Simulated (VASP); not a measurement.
Set up this calculation in VASP 6.6.1, as the native input.

```yaml
Task: relaxation of cell and atoms
Functional: PBE
Potentials_or_basis: VASP PAW PBE potentials, release 64 (Be, S)
Cutoff: 600 eV
k_mesh: 16 × 16 × 10
Occupations: gaussian, width 0.1 eV
Spin: no spin polarisation
Dipole_correction: no
Further_INCAR_settings: ALGO = Normal; EDIFF = 1e-06; IBRION = 2; EDIFFG = -0.01; NSW = 100; ISIF = 3
```

The structure of BeS2 lies in POSCAR:

```
BeS2
1.0
    3.0842525024      0.0000000000      0.0000000000
    0.0000000000      3.0842525024      0.0000000000
    0.0000000000      0.0000000000      4.8776530025
Be S
1 2
Direct
    0.0000000000      0.0000000000      0.0000000000
    0.5000000000      0.5000000000      0.2465488750
    0.5000000000      0.5000000000      0.7534511250
```

The cell was generated, and may not be a known phase.

One way to write it, as run:

INCAR

```
  PREC = Accurate
  ENCUT = 600
  EDIFF = 1E-6
  ISMEAR = 0
  SIGMA = 0.1
  LREAL = F
  LASPH = T
  NELM = 80
  ALGO = Normal
  ISIF = 3
  LWAVE = F
  LCHARG = F
  GGA = PE
  IBRION = 2
  NSW = 100
  EDIFFG = -0.01
```

KPOINTS

```
regular mesh
0
Gamma
  16 16 10
```

Potentials or basis: VASP PAW PBE potentials, release 64 (Be, S).

Run with:

```console
$ cat potpaw_PBE.64/Be/POTCAR potpaw_PBE.64/S/POTCAR > POTCAR
$ mpirun -np 1 vasp_std > vasp.out
```

Results of the run:

The relaxed volume is 15.52 Å³/atom, the relaxed cell is a = 3.070 Å, b = 3.070 Å, c = 4.941 Å, α = 90.00°, β = 90.00°, γ = 90.00° and the space group after relaxing (to 0.1 Å) is P4/mmm (No. 123). The energy gained by relaxing is 1.7 meV/atom. The ionic steps are 7. The pressure after relaxing is -0.1 GPa and the largest force after relaxing is 0.004 eV/Å. The band gap on the k mesh is zero (bands 7 and 8 overlap by 2.96 eV).

It took 9.7 min on 1 thread of AMD EPYC 7R13 (shared host), peak memory 0.3 GiB.
